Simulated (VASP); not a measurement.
# Zn4SO3 (P3m1) in VASP: single point with PBE

Aim: the single point of Zn4SO3 with PBE.

All numbers are computed with VASP 6.6.1; they aren't measurements. Logs are shortened: lines on timing, memory, paths and dates and some standing lists are left out, and cuts for length are marked.

### 1 The cell of the first run

Symmetry: P3m1, No. 156, trigonal system. The conventional cell has a = 3.424 Å, b = 3.424 Å, c = 11.101 Å, α = 90.00°, β = 90.00°, γ = 120.00°. Within 2.6 Å of Zn (site symmetry 3m) lie 1 O at 1.99 Å and 3 S at 2.25 Å. Within 2.7 Å of Zn (site symmetry 3m) lie 4 O at 2.00 to 2.05 Å. Zn (site symmetry 3m) has 4 O at 2.00 to 2.06 Å within 2.6 Å. Zn (site symmetry 3m) has 3 O at 2.06 Å and 1 S at 2.36 Å within 2.7 Å. S (site symmetry 3m) has 4 Zn at 2.25 to 2.36 Å within 3.0 Å. Within 2.6 Å of O (site symmetry 3m) lie 4 Zn at 1.99 to 2.06 Å. Within 2.7 Å of O (site symmetry 3m) lie 4 Zn at 2.00 to 2.06 Å. Within 2.6 Å of O (site symmetry 3m) lie 4 Zn at 2.00 to 2.05 Å.

### 2 Single point, PBE

Input file INCAR:

```
SYSTEM = Zn4SO3
PREC     = Accurate       ! precision mode
ENCUT    = 520            ! plane-wave cutoff, eV
EDIFF    = 1E-7           ! SCF threshold, eV
ISMEAR   = 0              ! smearing method
SIGMA    = 0.1            ! smearing width, eV
LREAL    = .False.        ! projectors in reciprocal space
LASPH    = .True.         ! aspherical terms in the spheres
NELM     = 80             ! most SCF steps
ALGO     = Normal         ! electronic algorithm
ISIF     = 2              ! what is computed and relaxed
LWAVE    = .False.        ! write WAVECAR
LCHARG   = .False.        ! write CHGCAR
GGA      = PE             ! functional
NBANDS   = 46             ! bands
```

Input file KPOINTS:

```
Automatic mesh
0
Gamma
  12 12 4
  0 0 0
```

Input file POSCAR:

```
Zn4SO3
1.0
    3.4236971267      0.0000000000      0.0000000000
   -1.7118485634      2.9650086865      0.0000000000
    0.0000000000      0.0000000000     11.1011808664
Zn S O
4 1 3
Direct
    0.3333333333      0.6666666667      0.0320514024
    0.3333333333      0.6666666667      0.4917758175
    0.6666666667      0.3333333333      0.2620519843
    0.6666666667      0.3333333333      0.7232946737
    0.6666666667      0.3333333333      0.9356127536
    0.3333333333      0.6666666667      0.2112262449
    0.3333333333      0.6666666667      0.6720482167
    0.6666666667      0.3333333333      0.4419389069
```

Potentials or basis: VASP PAW PBE potentials, release 64 (Zn, S, O).

On the command line:

```console
$ cat potpaw_PBE.64/Zn/POTCAR potpaw_PBE.64/S/POTCAR potpaw_PBE.64/O/POTCAR > POTCAR
$ mpirun -np 1 vasp_std > vasp.out
```

OUTCAR:

```text
SYSTEM = Zn4SO3
   PREC = Accurate
   ENCUT = 520
   EDIFF = 1E-7
   ISMEAR = 0
   LREAL = .False.
   LASPH = .True.
   NELM = 80
   ISIF = 2
   GGA = PE

 ion  position               nearest neighbor table
   1  0.333  0.667  0.032-   6 1.99   5 2.25   5 2.25   5 2.25
   2  0.333  0.667  0.492-   7 2.00   8 2.05   8 2.05   8 2.05
   3  0.667  0.333  0.262-   8 2.00   6 2.06   6 2.06   6 2.06
   4  0.667  0.333  0.723-   7 2.06   7 2.06   7 2.06   5 2.36
   5  0.667  0.333  0.936-   1 2.25   1 2.25   1 2.25   4 2.36
   6  0.333  0.667  0.211-   1 1.99   3 2.06   3 2.06   3 2.06
   7  0.333  0.667  0.672-   2 2.00   4 2.06   4 2.06   4 2.06
   8  0.667  0.333  0.442-   3 2.00   2 2.05   2 2.05   2 2.05

  LATTYP: Found a hexagonal cell.
 ALAT       =     3.4236971267
 C/A-ratio  =     3.2424541236

  Lattice vectors:

 A1 = (   3.4236971267,   0.0000000000,   0.0000000000)
 A2 = (  -1.7118485634,   2.9650086865,   0.0000000000)
 A3 = (   0.0000000000,   0.0000000000,  11.1011808664)

Analysis of symmetry for initial positions (statically):
=====================================================================
 Subroutine PRICEL returns:
 Original cell was already a primitive cell.

 Routine SETGRP: Setting up the symmetry group for a
 hexagonal supercell.

 Subroutine GETGRP returns: Found  6 space group operations
 (whereof  6 operations were pure point group operations)
 out of a pool of 24 trial point group operations.

The static configuration has the point symmetry C_3v.

Analysis of symmetry for dynamics (positions and initial velocities):
=====================================================================
 Subroutine PRICEL returns:
 Original cell was already a primitive cell.

 Routine SETGRP: Setting up the symmetry group for a
 hexagonal supercell.

 Subroutine GETGRP returns: Found  6 space group operations
 (whereof  6 operations were pure point group operations)
 out of a pool of 24 trial point group operations.

The dynamic configuration has the point symmetry C_3v.

 Subroutine INISYM returns: Found  6 space group operations
 (whereof  6 operations are pure point group operations),
 and found     1 'primitive' translations

----------------------------------------------------------------------------------------

                                     Primitive cell

  volume of cell :     112.6913

  direct lattice vectors                    reciprocal lattice vectors
     3.423697127  0.000000000  0.000000000     0.292081911  0.168633570  0.000000000
    -1.711848563  2.965008687  0.000000000     0.000000000  0.337267140  0.000000000
     0.000000000  0.000000000 11.101180866     0.000000000  0.000000000  0.090080507

  length of vectors
     3.423697127  3.423697127 11.101180866     0.337267140  0.337267140  0.090080507

  position of ions in fractional coordinates (direct lattice)
     0.333333333  0.666666667  0.032051402
     0.333333333  0.666666667  0.491775817
     0.666666667  0.333333333  0.262051984
     0.666666667  0.333333333  0.723294674
     0.666666667  0.333333333  0.935612754
     0.333333333  0.666666667  0.211226245
     0.333333333  0.666666667  0.672048217
     0.666666667  0.333333333  0.441938907

  ion indices of the primitive-cell ions
   primitive index   ion index
                 1           1
                 2           2
                 3           3
                 4           4
                 5           5
                 6           6
                 7           7
                 8           8

----------------------------------------------------------------------------------------

 KPOINTS: Automatic mesh

Automatic generation of k-mesh.
 Grid dimensions read from file:
 generate k-points for:   12   12    4

 Generating k-lattice:

  Cartesian coordinates                     Fractional coordinates (reciprocal lattice)
     0.024340159  0.014052798  0.000000000     0.083333333 -0.000000000  0.000000000
     0.000000000  0.028105595  0.000000000     0.000000000  0.083333333  0.000000000
     0.000000000  0.000000000  0.022520127     0.000000000  0.000000000  0.250000000

  Length of vectors
     0.028105595  0.028105595  0.022520127

  Shift w.r.t. Gamma in fractional coordinates (k-lattice)
     0.000000000  0.000000000  0.000000000

 Subroutine IBZKPT returns following result:
 ===========================================

 Found     69 irreducible k-points:

 Following reciprocal coordinates:
            Coordinates               Weight
  0.000000  0.000000  0.000000      1.000000
  0.083333 -0.000000  0.000000      6.000000
  0.166667 -0.000000  0.000000      6.000000
  0.250000 -0.000000  0.000000      6.000000
  0.333333 -0.000000  0.000000      6.000000
  0.416667 -0.000000  0.000000      6.000000
[... 16 lines left out ...]
  0.166667 -0.000000  0.250000      6.000000
  0.000000  0.166667  0.250000      6.000000
 [... further k-points ...]
   k-points           NKPTS =     69   k-points in BZ     NKDIM =     69   number of bands    NBANDS=     46
   number of dos      NEDOS =    301   number of ions     NIONS =      8
   total plane-waves  NPLWV =  65856
   dimension x,y,z NGX =    28 NGY =   28 NGZ =   84
   dimension x,y,z NGXF=    56 NGYF=   56 NGZF=  168
   ions per type =               4   1   3
   NGX,Y,Z   is equivalent  to a cutoff of  13.60, 13.60, 12.58 a.u.
   NGXF,Y,Z  is equivalent  to a cutoff of  27.19, 27.19, 25.16 a.u.
 SYSTEM =  Zn4SO3
   PREC   = accura    normal or accurate (medium, high low for compatibility)
   ISTART =      0    job   : 0-new  1-cont  2-samecut
   ICHARG =      2    charge: 1-file 2-atom 10-const
   ISPIN  =      1    spin polarized calculation?
   LNONCOLLINEAR =      F non collinear calculations
   LSORBIT =      F    spin-orbit coupling
   LASPH  =      T    aspherical Exc in radial PAW
   ENCUT  =  520.0 eV  38.22 Ry    6.18 a.u.   6.37  6.37 20.64*2*pi/ulx,y,z
   NELM   =     80;   NELMIN=  2; NELMDL= -5     # of ELM steps
   EDIFF  = 0.1E-06   stopping-criterion for ELM
   LREAL  =      F    real-space projection
   EDIFFG = 0.1E-05   stopping-criterion for IOM
   NSW    =      0    number of steps for IOM
   IBRION =     -1    ionic relax: 0-MD 1-quasi-New 2-CG
   NFREE  =      0    steps in history (QN), initial steepest desc. (CG)
   ISIF   =      2    stress and relaxation
   ISYM   =      2    0-nonsym 1-usesym 2-fastsym
   POTIM  = 0.5000    time-step for ionic-motion
   TEBEG  =    0.0;   TEEND  =   0.0 temperature during run
   PSTRESS=    0.0 pullay stress
   NELECT =      72.0000    total number of electrons
   NUPDOWN=      -1.0000    fix difference up-down
   EMIN   =  10.00;   EMAX   =-10.00  energy-range for DOS
   EFERMI =   0.00;   METHOD = LEGACY
   ISMEAR =     0;   SIGMA  =   0.10  broadening in eV -4-tet -1-fermi 0-gaus
   EFERMI_NEDOS =   21; number of points for ismear=-14 and -15
   IALGO  =     38    algorithm
   IMIX   =      4    mixing-type and parameters
     AMIX     =   0.40;   BMIX     =  1.00
     AMIX_MAG =   1.60;   BMIX_MAG =  1.00
  volume/ion in A,a.u.               =      14.09        95.06
  Fermi-wavevector in a.u.,A,eV,Ry     =   1.410010  2.664532 27.050123  1.988128
  Thomas-Fermi vector in A             =   2.532007
   LORBIT       =      0    0 simple, 1 ext, 2 COOP (PROOUT), +10 PAW based schemes
   GGA     = PE    functional components
   LHFCALC =     F    Hartree Fock is set to
   AEXX    =    0.0000 exact exchange contribution
   IVDW    =     0    specifies the selected vdW correction
   LEPSILON=     F    determine dielectric tensor
   LRPA    =     F    only Hartree local field effects (RPA)
 non-spin polarized calculation
 Gauss-broadening in eV      SIGMA  =   0.10
  energy-cutoff  :      520.00
  volume of cell :      112.69
 maximum number of plane-waves:      3065
 NGX is ok and might be reduce to    28
   NGX = 13   NGY = 13   NGZ = 41

 number of electron      72.0000001 magnetization

 Free energy of the ion-electron system (eV)
  ---------------------------------------------------
  ext. energy  EPLUGINS =         0.00000000
  ---------------------------------------------------
  free energy    TOTEN  =       -32.88451495 eV

  energy without entropy =      -32.88204364  energy(sigma->0) =      -32.88327930

 E-fermi :   2.5208     XC(G=0): -10.4051

 val. band max:        2.4450086402   @ k =   0.0833  -0.0000   0.0000
 cond. band min:       2.5522069567   @ k =   0.0000   0.0000   0.5000
 fundamental gap:      0.1071983164
 Fermi energy:         2.5208323959

 k-point     1 :       0.0000    0.0000    0.0000
  band No.  band energies     occupation
      1     -16.4443      2.00000
      2     -16.1346      2.00000
      3     -15.8279      2.00000
      4     -11.3514      2.00000
      5      -4.6795      2.00000
      6      -4.5359      2.00000
[... 38 lines left out ...]
     45      11.5154      0.00000
     46      12.5164      0.00000

 k-point     2 :       0.0833   -0.0000    0.0000
  band No.  band energies     occupation
      1     -16.4183      2.00000
      2     -16.1135      2.00000
      3     -15.8132      2.00000
      4     -11.2877      2.00000
      5      -4.6770      2.00000
      6      -4.5557      2.00000
[... 38 lines left out ...]
     45      11.0586      0.00000
     46      12.2469      0.00000

 k-point     3 :       0.1667   -0.0000    0.0000
  band No.  band energies     occupation
      1     -16.3462      2.00000
      2     -16.0553      2.00000
      3     -15.7734      2.00000
      4     -11.1058      2.00000
      5      -4.6830      2.00000
      6      -4.6025      2.00000
[... 1018 lines left out ...]
     45      10.9694      0.00000
     46      11.2580      0.00000

 k-point    24 :       0.0000    0.1667    0.2500
  band No.  band energies     occupation
      1     -16.3455      2.00000
      2     -16.0567      2.00000
      3     -15.7726      2.00000
      4     -11.1058      2.00000
      5      -4.6653      2.00000
      6      -4.5859      2.00000
[... 38 lines left out ...]
     45      10.9662      0.00000
     46      11.2022      0.00000

 [... further k-points ...]

------------------------ aborting loop because EDIFF is reached ----------------------------------------

  FORCE on cell =-STRESS in cart. coord.  units (eV):
  Direction    XX          YY          ZZ          XY          YZ          ZX
  --------------------------------------------------------------------------------------
  -------------------------------------------------------------------------------------
  Total        0.3525310      0.3525310      0.4823348     -0.0000000      0.0000000     -0.0000000
  in kB        5.0120734      5.0120734      6.8575451     -0.0000000      0.0000000     -0.0000000
  external PRESSURE =       5.6272307 kB  Pullay stress =       0.0000000 kB

 VOLUME and BASIS-vectors are now :
 -----------------------------------------------------------------------------
  energy-cutoff  :      520.00
  volume of cell :      112.69
      direct lattice vectors                 reciprocal lattice vectors
     3.423697127  0.000000000  0.000000000     0.292081911  0.168633570  0.000000000
    -1.711848563  2.965008687  0.000000000     0.000000000  0.337267140  0.000000000
     0.000000000  0.000000000 11.101180866     0.000000000  0.000000000  0.090080507

 POSITION                                       TOTAL-FORCE (eV/Angst)
 -----------------------------------------------------------------------------------
     -0.00000      1.97667      0.35581        -0.000000      0.000000     -0.039871
     -0.00000      1.97667      5.45929         0.000000      0.000000     -0.017439
      1.71185      0.98834      2.90909        -0.000000      0.000000     -0.023426
      1.71185      0.98834      8.02942         0.000000     -0.000000      0.022988
      1.71185      0.98834     10.38641         0.000000     -0.000000     -0.011635
     -0.00000      1.97667      2.34486         0.000000     -0.000000      0.019645
     -0.00000      1.97667      7.46053         0.000000     -0.000000      0.028405
      1.71185      0.98834      4.90604         0.000000     -0.000000      0.021332
 -----------------------------------------------------------------------------------
    total drift:                                0.000000     -0.000000      0.000334

  FREE ENERGIE OF THE ION-ELECTRON SYSTEM (eV)
  ---------------------------------------------------
  free  energy   TOTEN  =       -32.8845149515 eV

  energy  without entropy=      -32.8820436427  energy(sigma->0) =      -32.88327930
```

Run time: 7.3 min. Hardware: 1 thread of Intel Xeon Platinum 8259CL at 2.50GHz (Skylake/Cascade Lake), shared host; peak memory 0.43 GiB.

What came out:

```yaml
Free_energy: -32.8845 eV
Pressure: 0.6 GPa
Largest_force: 0.040 eV/Å
Band_gap_on_the_k_mesh: zero (bands 36 and 37 overlap by 0.11 eV)
```

Forces in eV/Å, atoms in the order of the input:
```
Zn   0.000  0.000 -0.040
Zn   0.000  0.000 -0.017
Zn   0.000  0.000 -0.023
Zn   0.000  0.000  0.023
S    0.000  0.000 -0.012
O    0.000  0.000  0.020
O    0.000  0.000  0.028
O    0.000  0.000  0.021
```

Caveat: semilocal functionals underestimate gaps, so a narrow gap can read as zero.
